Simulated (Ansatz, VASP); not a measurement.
**Al5Cl2: VASP beside Ansatz**

```
CELL_PARAMETERS angstrom
5.54712 0.00000 0.00000
-2.77356 4.80394 0.00000
0.00000 0.00000 5.34362
ATOMIC_POSITIONS crystal
Al 0.00000 0.00000 0.00000
Al 0.00000 0.00000 0.50000
Al 0.50000 0.00000 0.50000
Al 0.00000 0.50000 0.50000
Al 0.50000 0.50000 0.50000
Cl 0.33333 0.66667 0.00000
Cl 0.66667 0.33333 0.00000
```

Alike in both runs: functional PBE; k mesh 6 × 6 × 4; occupations gaussian, width 0.1 eV; no spin polarisation.

Ansatz relaxed the structure, and its values are those at the end. VASP's run is a single point on that final structure, the one shown.

|  | VASP | Ansatz |
| --- | --- | --- |
| version | VASP 6.6.1 | Ansatz 0.2.0 |
| potentials or method | VASP PAW PBE potentials, release 64 (Al, Cl), cutoff 520 eV | scalar-relativistic, plane waves, PAW |
| valence electrons in the cell | 29 | 29 |

|  | VASP | Ansatz | Ansatz less VASP |
| --- | --- | --- | --- |
| gap on the k mesh at the Fermi level (eV) | none | none | - |
| pressure (GPa) | 0.0 | 0.0 | +0.04 |

A gap of «none» marks a metal or a gap that the smearing closes. The functional is the same, so the differences come from potentials, cutoffs and numerics.
